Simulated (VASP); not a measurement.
# Al (P6_3/mmc) in VASP: further runs

Al is run at these levels: PBEsol+D3(BJ); tasks: single point.

All numbers are computed with VASP 6.6.1; they aren't measurements. Logs are shortened: lines on timing, memory, paths and dates and some standing lists are left out, and cuts for length are marked.

## (1) The cell of the first run

The structure is hexagonal, space group P6_3/mmc (No. 194). Conventional cell: a = 2.835 Å, b = 2.835 Å, c = 9.686 Å, α = 90.00°, β = 90.00°, γ = 120.00°. Al (site symmetry -3m) has 12 Al at 2.84 to 2.92 Å within 3.7 Å. Al (site symmetry -6m2) has 12 Al at 2.84 to 2.92 Å within 3.7 Å.

This isn't the form of Al at room conditions, which is fcc.

## (2) Single point, PBEsol+D3(BJ) (16.86 Å³/atom)

File INCAR:

```
PREC = Accurate
ENCUT = 520
EDIFF = 1E-7
ISMEAR = 0
SIGMA = 0.15
LREAL = F
LASPH = T
NELM = 60
ALGO = Fast
ISIF = 2
LWAVE = F
LCHARG = F
GGA = PS
IVDW = 12
NBANDS = 14
```

File KPOINTS:

```
regular mesh
0
Gamma
  18 18 6
```

File POSCAR:

```
Al
1.0
    2.8354013852      0.0000000000      0.0000000000
   -1.4177006926      2.4555296295      0.0000000000
    0.0000000000      0.0000000000      9.6862982121
Al
4
Direct
    0.0000000000      0.0000000000      0.0000000000
    0.3333333333      0.6666666667      0.2500000000
    0.0000000000      0.0000000000      0.5000000000
    0.6666666667      0.3333333333      0.7500000000
```

Potentials or basis: VASP PAW PBE potentials, release 64 (Al).

Command:

```sh
$ cat potpaw_PBE.64/Al/POTCAR > POTCAR
$ mpirun -np 1 vasp_std > vasp.out
```

OUTCAR:

```text
PREC = Accurate
   ENCUT = 520
   EDIFF = 1E-7
   ISMEAR = 0
   LREAL = F
   LASPH = T
   NELM = 60
   ISIF = 2
   GGA = PS
   IVDW = 12
 IVDW          = 12

 ion  position               nearest neighbor table
   1  0.000  0.000  0.000-   2 2.92   4 2.92   2 2.92   4 2.92   4 2.92   2 2.92
   2  0.333  0.667  0.250-   1 2.92   3 2.92   1 2.92   3 2.92   1 2.92   3 2.92
   3  0.000  0.000  0.500-   2 2.92   4 2.92   2 2.92   4 2.92   4 2.92   2 2.92
   4  0.667  0.333  0.750-   1 2.92   3 2.92   1 2.92   3 2.92   1 2.92   3 2.92

  LATTYP: Found a hexagonal cell.
 ALAT       =     2.8354013852
 C/A-ratio  =     3.4162000000

  Lattice vectors:

 A1 = (   2.8354013852,   0.0000000000,   0.0000000000)
 A2 = (  -1.4177006926,   2.4555296295,   0.0000000000)
 A3 = (   0.0000000000,   0.0000000000,   9.6862982121)

Analysis of symmetry for initial positions (statically):
=====================================================================
 Subroutine PRICEL returns:
 Original cell was already a primitive cell.

 Routine SETGRP: Setting up the symmetry group for a
 hexagonal supercell.

 Subroutine GETGRP returns: Found 24 space group operations
 (whereof 12 operations were pure point group operations)
 out of a pool of 24 trial point group operations.

The static configuration has the point symmetry D_3d.
 The point group associated with its full space group is D_6h.

Analysis of symmetry for dynamics (positions and initial velocities):
=====================================================================
 Subroutine PRICEL returns:
 Original cell was already a primitive cell.

 Routine SETGRP: Setting up the symmetry group for a
 hexagonal supercell.

 Subroutine GETGRP returns: Found 24 space group operations
 (whereof 12 operations were pure point group operations)
 out of a pool of 24 trial point group operations.

The dynamic configuration has the point symmetry D_3d.
 The point group associated with its full space group is D_6h.

 Subroutine INISYM returns: Found 24 space group operations
 (whereof 12 operations are pure point group operations),
 and found     1 'primitive' translations

----------------------------------------------------------------------------------------

                                     Primitive cell

  volume of cell :      67.4400

  direct lattice vectors                    reciprocal lattice vectors
     2.835401385  0.000000000  0.000000000     0.352683752  0.203622059  0.000000000
    -1.417700693  2.455529629  0.000000000     0.000000000  0.407244119  0.000000000
     0.000000000  0.000000000  9.686298212     0.000000000  0.000000000  0.103238614

  length of vectors
     2.835401385  2.835401385  9.686298212     0.407244119  0.407244119  0.103238614

  position of ions in fractional coordinates (direct lattice)
     0.000000000  0.000000000  0.000000000
     0.333333333  0.666666667  0.250000000
     0.000000000  0.000000000  0.500000000
     0.666666667  0.333333333  0.750000000

  ion indices of the primitive-cell ions
   primitive index   ion index
                 1           1
                 2           2
                 3           3
                 4           4

----------------------------------------------------------------------------------------

 KPOINTS: regular mesh

Automatic generation of k-mesh.
 Grid dimensions read from file:
 generate k-points for:   18   18    6

 Generating k-lattice:

  Cartesian coordinates                     Fractional coordinates (reciprocal lattice)
     0.019593542  0.011312337  0.000000000     0.055555556  0.000000000  0.000000000
     0.000000000  0.022624673  0.000000000     0.000000000  0.055555556  0.000000000
     0.000000000  0.000000000  0.017206436     0.000000000  0.000000000  0.166666667

  Length of vectors
     0.022624673  0.022624673  0.017206436

  Shift w.r.t. Gamma in fractional coordinates (k-lattice)
     0.000000000  0.000000000  0.000000000

 Subroutine IBZKPT returns following result:
 ===========================================

 Found    148 irreducible k-points:

 Following reciprocal coordinates:
            Coordinates               Weight
  0.000000  0.000000  0.000000      1.000000
  0.055556 -0.000000  0.000000      6.000000
  0.111111 -0.000000  0.000000      6.000000
  0.166667  0.000000  0.000000      6.000000
  0.222222 -0.000000  0.000000      6.000000
  0.277778  0.000000  0.000000      6.000000
[... 16 lines left out ...]
  0.333333  0.111111  0.000000     12.000000
  0.388889  0.111111  0.000000     12.000000
 [... further k-points ...]
   k-points           NKPTS =    148   k-points in BZ     NKDIM =    148   number of bands    NBANDS=     14
   number of dos      NEDOS =    301   number of ions     NIONS =      4
   total plane-waves  NPLWV =  41472
   dimension x,y,z NGX =    24 NGY =   24 NGZ =   72
   dimension x,y,z NGXF=    48 NGYF=   48 NGZF=  144
   ions per type =               4
   NGX,Y,Z   is equivalent  to a cutoff of  14.07, 14.07, 12.36 a.u.
   NGXF,Y,Z  is equivalent  to a cutoff of  28.14, 28.14, 24.71 a.u.
 SYSTEM =  unknown system
   PREC   = accura    normal or accurate (medium, high low for compatibility)
   ISTART =      0    job   : 0-new  1-cont  2-samecut
   ICHARG =      2    charge: 1-file 2-atom 10-const
   ISPIN  =      1    spin polarized calculation?
   LNONCOLLINEAR =      F non collinear calculations
   LSORBIT =      F    spin-orbit coupling
   LASPH  =      T    aspherical Exc in radial PAW
   ENCUT  =  520.0 eV  38.22 Ry    6.18 a.u.   5.27  5.27 18.01*2*pi/ulx,y,z
   NELM   =     60;   NELMIN=  2; NELMDL= -5     # of ELM steps
   EDIFF  = 0.1E-06   stopping-criterion for ELM
   LREAL  =      F    real-space projection
   EDIFFG = 0.1E-05   stopping-criterion for IOM
   NSW    =      0    number of steps for IOM
   IBRION =     -1    ionic relax: 0-MD 1-quasi-New 2-CG
   NFREE  =      0    steps in history (QN), initial steepest desc. (CG)
   ISIF   =      2    stress and relaxation
   ISYM   =      2    0-nonsym 1-usesym 2-fastsym
   POTIM  = 0.5000    time-step for ionic-motion
   TEBEG  =    0.0;   TEEND  =   0.0 temperature during run
   PSTRESS=    0.0 pullay stress
   NELECT =      12.0000    total number of electrons
   NUPDOWN=      -1.0000    fix difference up-down
   EMIN   =  10.00;   EMAX   =-10.00  energy-range for DOS
   EFERMI =   0.00;   METHOD = LEGACY
   ISMEAR =     0;   SIGMA  =   0.15  broadening in eV -4-tet -1-fermi 0-gaus
   EFERMI_NEDOS =   21; number of points for ismear=-14 and -15
   IALGO  =     68    algorithm
   IMIX   =      4    mixing-type and parameters
     AMIX     =   0.40;   BMIX     =  1.00
     AMIX_MAG =   1.60;   BMIX_MAG =  1.00
  volume/ion in A,a.u.               =      16.86       113.78
  Fermi-wavevector in a.u.,A,eV,Ry     =   0.920795  1.740049 11.535870  0.847863
  Thomas-Fermi vector in A             =   2.046140
   LORBIT       =      0    0 simple, 1 ext, 2 COOP (PROOUT), +10 PAW based schemes
   GGA     = PS    functional components
   LHFCALC =     F    Hartree Fock is set to
   AEXX    =    0.0000 exact exchange contribution
   IVDW    =    12    specifies the selected vdW correction
   LEPSILON=     F    determine dielectric tensor
   LRPA    =     F    only Hartree local field effects (RPA)
 non-spin polarized calculation
 RMM-DIIS sequential band-by-band and
 Gauss-broadening in eV      SIGMA  =   0.15
  energy-cutoff  :      520.00
  volume of cell :       67.44
 maximum number of plane-waves:      1835
 NGX is ok and might be reduce to    24
   NGX = 11   NGY = 11   NGZ = 37

 number of electron      12.0000000 magnetization

 Free energy of the ion-electron system (eV)
  ---------------------------------------------------
  ext. energy  EPLUGINS =         0.00000000
  ---------------------------------------------------
  free energy    TOTEN  =       -16.28775861 eV

  energy without entropy =      -16.26674045  energy(sigma->0) =      -16.27724953

 E-fermi :   7.7127     XC(G=0): -10.1780

 val. band max:        7.7120674351   @ k =   0.2222   0.0556   0.5000
 cond. band min:       7.7232132725   @ k =   0.2778   0.2222   0.1667
 fundamental gap:      0.0111458374
 Fermi energy:         7.7127495364

 k-point     1 :       0.0000    0.0000    0.0000
  band No.  band energies     occupation
      1      -3.2575      2.00000
      2      -1.6926      2.00000
      3      -1.6867      2.00000
      4       2.8400      2.00000
      5       2.9995      2.00000
      6      10.3102      0.00000
      7      10.3172      0.00000
      8      18.9000      0.00000
      9      18.9000      0.00000
     10      19.0470      0.00000
     11      19.0470      0.00000
     12      19.1487      0.00000
     13      19.9572      0.00000
     14      19.9850      0.00000

 k-point     2 :       0.0556   -0.0000    0.0000
  band No.  band energies     occupation
      1      -3.1818      2.00000
      2      -1.6176      2.00000
      3      -1.6117      2.00000
      4       2.9143      2.00000
      5       3.0701      2.00000
      6      10.3748      0.00000
      7      10.3829      0.00000
      8      17.2365      0.00000
      9      17.8737      0.00000
     10      18.4368      0.00000
     11      18.5673      0.00000
     12      18.9803      0.00000
     13      19.1639      0.00000
     14      19.1850      0.00000

 k-point     3 :       0.1111   -0.0000    0.0000
  band No.  band energies     occupation
      1      -2.9548      2.00000
      2      -1.3930      2.00000
      3      -1.3871      2.00000
      4       3.1366      2.00000
      5       3.2819      2.00000
      6      10.5641      0.00000
      7      10.5773      0.00000
      8      15.1686      0.00000
      9      16.4407      0.00000
     10      16.5340      0.00000
     11      16.9046      0.00000
     12      18.2302      0.00000
     13      18.2317      0.00000
     14      18.2973      0.00000

 k-point     4 :       0.1667    0.0000    0.0000
  band No.  band energies     occupation
      1      -2.5773      2.00000
      2      -1.0194      2.00000
      3      -1.0137      2.00000
      4       3.5046      2.00000
      5       3.6347      2.00000
      6      10.8467      0.00000
      7      10.8866      0.00000
      8      13.1467      0.00000
      9      14.4070      0.00000
     10      14.5149      0.00000
     11      16.0650      0.00000
     12      17.3115      0.00000
     13      17.3988      0.00000
     14      17.4048      0.00000

 k-point     5 :       0.2222   -0.0000    0.0000
  band No.  band energies     occupation
      1      -2.0505      2.00000
      2      -0.4981      2.00000
      3      -0.4927      2.00000
      4       4.0136      2.00000
      5       4.1283      2.00000
      6      10.7092      0.00000
      7      11.2077      0.00000
      8      11.7557      0.00000
      9      12.4496      0.00000
     10      12.6934      0.00000
     11      15.3557      0.00000
[... 276 lines left out ...]
 k-point    22 :       0.2778    0.1111    0.0000
  band No.  band energies     occupation
      1      -0.3337      2.00000
      2       1.1998      2.00000
      3       1.2037      2.00000
      4       5.5815      2.00000
      5       5.7399      2.00000
      6       7.6198      1.61923
      7       8.9767      0.00000
      8       9.0465      0.00000
      9      11.2062      0.00000
     10      12.3680      0.00000
     11      12.6988      0.00000
     12      12.9704      0.00000
     13      13.1500      0.00000
     14      14.0046      0.00000

 k-point    23 :       0.3333    0.1111    0.0000
  band No.  band energies     occupation
      1       0.6270      2.00000
      2       2.1479      2.00000
      3       2.1498      2.00000
      4       5.6521      2.00000
      5       6.5805      2.00000
      6       6.7176      2.00000
      7       7.4591      1.98320
      8       7.5588      1.85330
      9      10.7541      0.00000
     10      11.7175      0.00000
     11      11.8790      0.00000
     12      12.3682      0.00000
     13      12.6853      0.00000
     14      14.1807      0.00000

 k-point    24 :       0.3889    0.1111    0.0000
  band No.  band energies     occupation
      1       1.7263      2.00000
      2       3.2203      2.00000
      3       3.2250      2.00000
      4       4.3104      2.00000
      5       5.8424      2.00000
      6       5.8545      2.00000
      7       7.7760      0.55113
      8       7.8185      0.31869
      9       9.9932      0.00000
     10      10.3105      0.00000
     11      11.1793      0.00000
     12      12.2041      0.00000
     13      12.4221      0.00000
     14      15.0422      0.00000

 [... further k-points ...]

------------------------ aborting loop because EDIFF is reached ----------------------------------------

 Edisp (eV)   -1.24201

 E8    (eV) :    -0.8363

  FORCE on cell =-STRESS in cart. coord.  units (eV):
  Direction    XX          YY          ZZ          XY          YZ          ZX
  --------------------------------------------------------------------------------------
  -------------------------------------------------------------------------------------
  Total      -2.00285    -2.00285    -3.03529     0.00000     0.00000    -0.00000
  in kB     -47.58188   -47.58188   -72.10950     0.00000     0.00000    -0.00000
  external pressure =      -55.76 kB  Pullay stress =        0.00 kB

 VOLUME and BASIS-vectors are now :
 -----------------------------------------------------------------------------
  energy-cutoff  :      520.00
  volume of cell :       67.44
      direct lattice vectors                 reciprocal lattice vectors
     2.835401385  0.000000000  0.000000000     0.352683752  0.203622059  0.000000000
    -1.417700693  2.455529629  0.000000000     0.000000000  0.407244119  0.000000000
     0.000000000  0.000000000  9.686298212     0.000000000  0.000000000  0.103238614

 POSITION                                       TOTAL-FORCE (eV/Angst)
 -----------------------------------------------------------------------------------
      0.00000      0.00000      0.00000         0.000000      0.000000      0.000000
     -0.00000      1.63702      2.42157        -0.000000      0.000000      0.000000
      0.00000      0.00000      4.84315         0.000000      0.000000      0.000000
      1.41770      0.81851      7.26472         0.000000      0.000000      0.000000
 -----------------------------------------------------------------------------------
    total drift:                               -0.000000      0.000000      0.000000

  FREE ENERGIE OF THE ION-ELECTRON SYSTEM (eV)
  ---------------------------------------------------
  free  energy   TOTEN  =       -17.5297675350 eV

  energy  without entropy=      -17.5087493764  energy(sigma->0) =      -17.51925846
```

Wall time 2.7 min (1 thread of Intel Xeon 8259CL, shared host); peak memory 0.26 GiB.

What came out:

- Free energy: -17.5298 eV
- Pressure: -5.6 GPa
- Band gap on the k mesh: zero (bands 6 and 7 overlap by 4.69 eV)
- Dispersion energy per atom: -0.311 eV

Caveat: the cell stands under tension; the PAW data sets were made with another functional, which shifts forces and pressure a little.

## (3) Single point, PBEsol+D3(BJ) (16.86 Å³/atom)

Edit INCAR of step 2 so:

```diff
@@ -8,3 +8,3 @@
 NELM = 60
-ALGO = Fast
+ALGO = Normal
 ISIF = 2
```

File KPOINTS:

```
Automatic mesh
0
Gamma
  18 18 6
```

File POSCAR:

```
Al
1.0
    2.8544111702      0.0000000000      0.0000000000
   -1.4272055850      2.4719925862      0.0000000000
    0.0000000000      0.0000000000      9.5577103621
Al
4
Direct
    0.0000000000      0.0000000000      0.0000000000
    0.3333333333      0.6666666667      0.2500000000
    0.0000000000      0.0000000000      0.5000000000
    0.6666666667      0.3333333333      0.7500000000
```

Potentials or basis: VASP PAW PBE potentials, release 64 (Al).

Command:

```sh
$ cat potpaw_PBE.64/Al/POTCAR > POTCAR
$ mpirun -np 1 vasp_std > vasp.out
```

Run time: 2.5 min. Hardware: 1 thread of Intel Xeon 8259CL, shared host; peak memory 0.26 GiB.

The run converged. Its results:

* Free energy: -17.5424 eV
* Pressure: -5.7 GPa
* Band gap on the k mesh: zero (bands 6 and 7 overlap by 5.04 eV)
* Dispersion energy per atom: -0.311 eV

Stress tensor (GPa, compression positive):
```
-5.14  0.00  0.00
 0.00 -5.14  0.00
 0.00  0.00 -6.92
```

Levels at points of the mesh, in eV from the Fermi level:
| k point | band 4 | band 5 | band 6 | band 7 | band 8 | band 9 |
| --- | --- | --- | --- | --- | --- | --- |
| (0.00, 0.00, 0.00) | -4.64 | -4.63 | 2.94 | 2.95 | 10.87 | 10.87 |
| (0.50, 0.00, 0.00) | -3.74 | -3.25 | -3.16 | 0.83 | 1.05 | 1.28 |
| (0.00, 0.00, 0.50) | -7.38 | -1.18 | -1.18 | 7.62 | 7.62 | 11.17 |
| (0.50, 0.00, 0.50) | -4.63 | -1.83 | -1.83 | -1.21 | -1.21 | 4.25 |

Caveat: the cell stands under tension; the PAW data sets were made with another functional, which shifts forces and pressure a little.

## (4) Single point, PBEsol+D3(BJ) (16.86 Å³/atom)

File INCAR:

```
PREC = Accurate ; ENCUT = 520
EDIFF = 1E-6 ; ISMEAR = 0
SIGMA = 0.15 ; LREAL = False
LASPH = True ; NELM = 100
ALGO = Fast ; ISIF = 2
LWAVE = False ; LCHARG = False
GGA = PS ; IVDW = 12
NBANDS = 14
```

File KPOINTS:

```
regular mesh
0
Gamma
  18 18 6
```

File POSCAR:

```
Al
1.0
    2.8165378241      0.0000000000      0.0000000000
   -1.4082689120      2.4391933064      0.0000000000
    0.0000000000      0.0000000000      9.8164792783
Al
4
Direct
    0.0000000000      0.0000000000      0.0000000000
    0.3333333333      0.6666666667      0.2500000000
    0.0000000000      0.0000000000      0.5000000000
    0.6666666667      0.3333333333      0.7500000000
```

Command:

```sh
$ cat potpaw_PBE.64/Al/POTCAR > POTCAR
$ mpirun -np 1 vasp_std > vasp.out
```

It took 3.1 min on 1 thread of Intel Xeon 8259CL, shared host; peak memory 0.27 GiB.

It converged, with:

```yaml
Free_energy: -17.5141 eV
Pressure: -5.3 GPa
Band_gap_on_the_k_mesh: zero (bands 6 and 7 overlap by 4.47 eV)
Dispersion_energy_per_atom: -0.310 eV
```

Stress tensor (GPa, compression positive):
```
-4.23  0.00  0.00
 0.00 -4.23  0.00
 0.00  0.00 -7.59
```

Levels at points of the mesh, in eV from the Fermi level:
| k point | band 2 | band 3 | band 4 | band 5 | band 6 | band 7 | band 8 | band 9 | band 10 | band 11 |
| --- | --- | --- | --- | --- | --- | --- | --- | --- | --- | --- |
| (0.00, 0.00, 0.00) | -9.44 | -9.44 | -5.10 | -4.80 | 2.26 | 2.27 | 11.05 | 11.51 | 11.51 | 11.62 |
| (0.50, 0.00, 0.00) | -4.86 | -3.72 | -3.69 | -3.12 | -3.08 | 0.74 | 0.84 | 1.11 | 1.27 | 6.28 |
| (0.00, 0.00, 0.50) | -10.58 | -7.56 | -7.56 | -1.66 | -1.66 | 6.74 | 6.74 | 11.80 | 11.80 | 11.80 |
| (0.50, 0.00, 0.50) | -4.56 | -4.50 | -4.50 | -1.84 | -1.84 | -1.22 | -1.22 | 3.92 | 3.92 | 4.30 |

Caveat: the cell stands under tension; the PAW data sets were made with another functional, which shifts forces and pressure a little.

(Part 1 of 2 ends here.)

The gap in the log of VASP goes by the Fermi energy; the results here count the filled bands.